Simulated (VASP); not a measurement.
Set up this calculation in VASP 6.6.1, as the native input.

| Item | Value |
| --- | --- |
| Task | relaxation of cell and atoms |
| Functional | r2SCAN |
| Potentials or basis | VASP PAW PBE potentials, release 64 (Li_sv, S) |
| Cutoff | 830 eV |
| k mesh | 8 × 8 × 8 |
| Occupations | gaussian, width 0.01 eV |
| Spin | no spin polarisation |
| Target pressure | 4 GPa |
| Dipole correction | no |
| Further INCAR settings | ALGO = Normal; EDIFF = 1e-07; IBRION = 2; EDIFFG = -0.002; NSW = 100; ISIF = 3 |

Crystal: Li2S.

```
Li S
1.0
     2.84450    2.84450    0.00000
    -2.84450    2.84450    0.00000
     0.00000    2.84450    2.84450
Li S
2 1
Cartesian
  -1.4223 4.2668 1.4223
  1.4223 4.2668 1.4223
  0.0000 0.0000 0.0000
```

The input as run:

POSCAR

```
Li2S
1.0
    2.8445000000      2.8445000000      0.0000000000
   -2.8445000000      2.8445000000      0.0000000000
    0.0000000000      2.8445000000      2.8445000000
Li S
2 1
Direct
    0.2500000000      0.7500000000      0.5000000000
    0.7500000000      0.2500000000      0.5000000000
    0.0000000000      0.0000000000      0.0000000000
```

INCAR.step1

```
PREC     = Accurate       # precision mode
ENCUT    = 830            # plane-wave cutoff, eV
ISMEAR   = 0              # smearing method
SIGMA    = 0.01           # smearing width, eV
LREAL    = F              # projectors in reciprocal space
LASPH    = T              # aspherical terms in the spheres
NELM     = 120            # most SCF steps
GGA      = PE             # functional
ALGO     = Normal         # electronic algorithm
EDIFF    = 1E-5           # SCF threshold, eV
LWAVE    = T              # write WAVECAR
LCHARG   = F              # write CHGCAR
GGA_COMPAT= F            
IBRION   = 2              # ionic algorithm
ISIF     = 3              # what is computed and relaxed
EDIFFG   = -0.005         # ionic threshold
NELMIN   = 4            
NSW      = 100            # ionic steps
```

INCAR.step2

```
PREC     = Accurate       # precision mode
ENCUT    = 830            # plane-wave cutoff, eV
EDIFF    = 1E-7           # SCF threshold, eV
ISMEAR   = 0              # smearing method
SIGMA    = 0.01           # smearing width, eV
LREAL    = F              # projectors in reciprocal space
LASPH    = T              # aspherical terms in the spheres
NELM     = 120            # most SCF steps
ALGO     = Normal         # electronic algorithm
ISIF     = 3              # what is computed and relaxed
LWAVE    = F              # write WAVECAR
LCHARG   = F              # write CHGCAR
METAGGA  = R2SCAN         # meta-GGA
LMIXTAU  = T            
IBRION   = 2              # ionic algorithm
NSW      = 100            # ionic steps
EDIFFG   = -0.002         # ionic threshold
PSTRESS  = 40.0         
ISTART   = 1            
GGA_COMPAT= F            
NELMIN   = 4
```

KPOINTS

```
regular mesh
0
Gamma
  8 8 8
```

Potentials or basis: VASP PAW PBE potentials, release 64 (Li_sv, S).

The run is started by

```console
$ cat potpaw_PBE.64/Li_sv/POTCAR potpaw_PBE.64/S/POTCAR > POTCAR
$ cp INCAR.step1 INCAR
$ mpirun -np 1 vasp_std > vasp.out
$ cp INCAR.step2 INCAR
$ mpirun -np 1 vasp_std > vasp.out
```

Results of the run:

| Quantity | Value |
| --- | --- |
| Relaxed volume | 14.12 Å³/atom |
| Relaxed cell | a = 3.913 Å, b = 3.913 Å, c = 3.913 Å, α = 60.00°, β = 60.00°, γ = 90.00° |
| Space group after relaxing (to 0.1 Å) | Fm-3m (No. 225) |
| Energy change on relaxing (the run minimises the enthalpy) | +14.0 meV/atom |
| Ionic steps | 4 |
| Pressure after relaxing | 4.0 GPa |
| Band gap on the k mesh | 3.80 eV (least direct gap 5.41 eV) |

Caveat: the cell is relaxed towards a set pressure, so the run minimises the enthalpy, not the energy; the PAW data sets were made with another functional, which shifts forces and pressure a little.

Wall time 16 min on 1 thread of Oxide Virtual Turin-like Processor, on a shared host, peak memory 0.24 GiB.
